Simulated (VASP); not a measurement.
## ZrRe: single point with PBE

Crystal: ZrRe.

```
CELL_PARAMETERS angstrom
1.57547 0.90960 4.27422
-1.57547 0.90960 4.27422
0.00000 -1.81919 4.27422
ATOMIC_POSITIONS crystal
Zr 0.00000 0.00000 0.00000
Re 0.50000 0.50000 0.50000
```

- Program: VASP 6.6.1
- Task: single point
- Functional: PBE
- Potentials or basis: VASP PAW PBE potentials, release 64 (Zr_sv, Re)
- Cutoff: 520 eV
- k mesh: 24 × 24 × 24
- Occupations: gaussian, width 0.1 eV
- Spin: no spin polarisation
- Dipole correction: no
- Further INCAR settings: ALGO = Fast; EDIFF = 1e-06; NBANDS = 16

```json
{
  "Pressure": "-0.1 GPa",
  "Band gap on the k mesh": "zero (an odd number of electrons rules out a gap without spin polarisation)"
}
```

Stress tensor (GPa, compression positive):
```
 0.03  0.00  0.00
 0.00  0.03  0.00
 0.00  0.00 -0.45
```

Levels at points of the mesh, in eV from the Fermi level:
| k point | band 6 | band 7 | band 8 | band 9 | band 10 | band 11 | band 12 | band 13 | band 14 | band 15 |
| --- | --- | --- | --- | --- | --- | --- | --- | --- | --- | --- |
| (0.00, 0.00, 0.00) | -4.18 | -1.58 | -1.58 | -1.09 | -1.09 | 2.15 | 3.26 | 3.46 | 3.46 | 6.31 |
| (0.50, 0.00, 0.00) | -2.53 | -1.83 | -1.31 | -0.97 | 0.07 | 0.66 | 2.29 | 2.32 | 4.48 | 5.78 |
| (0.50, 0.50, 0.00) | -4.10 | -3.54 | -1.54 | 0.69 | 1.80 | 2.25 | 3.54 | 3.79 | 5.63 | 6.11 |
| (0.50, 0.50, 0.50) | -3.79 | -0.93 | -0.83 | -0.83 | 0.64 | 0.64 | 1.18 | 1.30 | 1.30 | 3.61 |

It took 28 min on 1 thread of Intel(R) Xeon(R) 6975P-C (Granite Rapids), on a shared host, peak memory 0.95 GiB.

Caveat: spin-orbit coupling is left out, which moves the levels of the heavy elements.
